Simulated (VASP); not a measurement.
Set up this calculation in VASP 6.6.1, as the native input.

```
Task                   : relaxation of cell and atoms
Functional             : PBE
Potentials or basis    : VASP PAW PBE potentials, release 64 (Nb_sv)
Cutoff                 : 600 eV
k mesh                 : 17 × 17 × 17
Occupations            : fermi-dirac, width 0.08 eV
Spin                   : no spin polarisation
Target pressure        : 28 GPa
Dipole correction      : no
Further INCAR settings : ALGO = Normal; EDIFF = 1e-07; IBRION = 2; EDIFFG = -0.005; NSW = 60; ISIF = 3
```

The structure of Nb lies in POSCAR:

```
Nb
1.0
    0.0000000000      2.0177680392      2.0177680392
    2.0177680392      0.0000000000      2.0177680392
    2.0177680392      2.0177680392      0.0000000000
Nb
1
Direct
    0.0000000000      0.0000000000      0.0000000000
```

This isn't the form of Nb at room conditions, which is bcc.

These files were run (other wordings do the same):

INCAR

```
SYSTEM = Nb
PREC = Accurate
ENCUT = 600
EDIFF = 1E-7
ISMEAR = -1
SIGMA = 0.08
LREAL = .FALSE.
LASPH = .TRUE.
NELM = 60
ALGO = Normal
ISIF = 3
LWAVE = .FALSE.
LCHARG = .FALSE.
GGA = PE
IBRION = 2
NSW = 60
EDIFFG = -0.005
PSTRESS = 280.0
```

KPOINTS

```
regular mesh
0
G
  17 17 17
  0 0 0
```

Potentials or basis: VASP PAW PBE potentials, release 64 (Nb_sv).

Launch:

```console
$ cat potpaw_PBE.64/Nb_sv/POTCAR > POTCAR
$ mpirun -np 1 vasp_std > vasp.out
```

Results of the run:

| Quantity | Value |
| --- | --- |
| Relaxed volume | 16.38 Å³/atom |
| Relaxed cell | a = 2.851 Å, b = 2.851 Å, c = 2.851 Å, α = 60.00°, β = 60.00°, γ = 60.00° |
| Space group after relaxing (to 0.1 Å) | Fm-3m (No. 225) |
| Energy change on relaxing (the run minimises the enthalpy) | +8.5 meV/atom |
| Ionic steps | 3 |
| Pressure after relaxing | 28.0 GPa |
| Band gap on the k mesh | zero (an odd number of electrons rules out a gap without spin polarisation) |

Caveat: the cell is relaxed towards a set pressure, so the run minimises the enthalpy, not the energy.

Run time: 100 s on 1 thread of Intel Xeon 8259CL, with other jobs on the host, peak memory 0.17 GiB.
